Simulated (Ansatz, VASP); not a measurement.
Two plane-wave programs on Au

```
Au
1.0
     2.65949    0.00000    0.00000
     0.00000    2.65949    0.00000
     0.00000    0.00000    2.65949
Au
1
Direct
  0.00000 0.00000 0.00000
```

Alike in both runs: functional LDA; k mesh 16 × 16 × 16; occupations fermi-dirac, width 0.05 eV; non-collinear spin, spin-orbit coupling.

Ansatz relaxed the structure, and its values are those at the end. VASP's run is a single point on that final structure, the one shown.

```csv
,VASP,Ansatz
version,VASP 6.6.1,Ansatz 0.2.0
potentials or method,"VASP PAW LDA potentials, release 64 (Au)","PAW with Ansatz's default frozen-core files, fully relativistic files with spin-orbit coupling"
plane-wave cutoff (eV),520,420
valence electrons in the cell,11,19
```

|  | VASP | Ansatz | Ansatz less VASP |
| --- | --- | --- | --- |
| pressure (GPa) | 0.8 | 0.0 | -0.80 |
| net moment per atom (μB) | 0.00 | 0.00 | 0.000 |

LDA's correlation is that of Perdew and Zunger in VASP and of Perdew and Wang (1992) in Ansatz. VASP's potentials hold 11 valence electrons a cell and Ansatz's 19, so a difference there can come from the potentials and not from the codes.
